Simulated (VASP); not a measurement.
Write the native input for VASP 6.6.1 that does the following.

```
Task                   : relaxation of cell and atoms
Functional             : PBE
Potentials or basis    : VASP PAW PBE potentials, release 64 (Ga_d, S)
Cutoff                 : 500 eV
k mesh                 : 12 × 12 × 2
Occupations            : gaussian, width 0.02 eV
Spin                   : no spin polarisation
Dipole correction      : no
Further INCAR settings : ALGO = Normal; EDIFF = 1e-07; IBRION = 2; EDIFFG = -0.005; NSW = 100; ISIF = 3
```

The structure of GaS lies in POSCAR:

```
GaS
1.0
    3.6297422702      0.0000000000      0.0000000000
   -1.8148711351      3.1434490152      0.0000000000
    0.0000000000      0.0000000000     17.7805454220
Ga S
4 4
Direct
    0.3333333333      0.6666666667      0.3195026234
    0.6666666667      0.3333333333      0.8195026234
    0.6666666667      0.3333333333      0.6804973766
    0.3333333333      0.6666666667      0.1804973766
    0.3333333333      0.6666666667      0.8804089400
    0.6666666667      0.3333333333      0.3804089400
    0.6666666667      0.3333333333      0.1195910600
    0.3333333333      0.6666666667      0.6195910600
```

The input as run:

INCAR

```
SYSTEM = GaS
ALGO     = Normal         ! electronic algorithm
EDIFF    = 1E-7           ! SCF threshold, eV
EDIFFG   = -0.005         ! ionic threshold
ENCUT    = 500            ! plane-wave cutoff, eV
GGA      = PE             ! functional
GGA_COMPAT= .FALSE.      
IBRION   = 2              ! ionic algorithm
ISIF     = 3              ! what is computed and relaxed
ISMEAR   = 0              ! smearing method
LASPH    = .TRUE.         ! aspherical terms in the spheres
LCHARG   = .FALSE.        ! write CHGCAR
LREAL    = .FALSE.        ! projectors in reciprocal space
LWAVE    = .FALSE.        ! write WAVECAR
NELM     = 120            ! most SCF steps
NELMIN   = 4            
NSW      = 100            ! ionic steps
PREC     = Accurate       ! precision mode
SIGMA    = 0.02           ! smearing width, eV
```

KPOINTS

```
k-points
0
G
  12 12 2
  0 0 0
```

Potentials or basis: VASP PAW PBE potentials, release 64 (Ga_d, S).

Command:

```console
$ cat potpaw_PBE.64/Ga_d/POTCAR potpaw_PBE.64/S/POTCAR > POTCAR
$ mpirun -np 1 vasp_std > vasp.out
```

It gave:

```
Relaxed volume                        : 25.34 Å³/atom
Relaxed cell                          : a = 3.628 Å, b = 3.628 Å, c = 17.784 Å, α = 90.00°, β = 90.00°, γ = 120.00°
Space group after relaxing (to 0.1 Å) : P6_3/mmc (No. 194)
Energy gained by relaxing             : 0.0 meV/atom
Ionic steps                           : 5
Pressure after relaxing               : 0.0 GPa
Band gap on the k mesh                : 2.05 eV (least direct gap 2.08 eV)
```

Caveat: this functional lacks dispersion, which binds layers or chains, so the pressure and a relaxed spacing across them are unreliable.

It took 17 min on 1 thread of Intel(R) Xeon(R) Platinum 8259CL CPU @ 2.50GHz (Skylake/Cascade Lake), with other jobs on the host, peak memory 0.49 GiB.
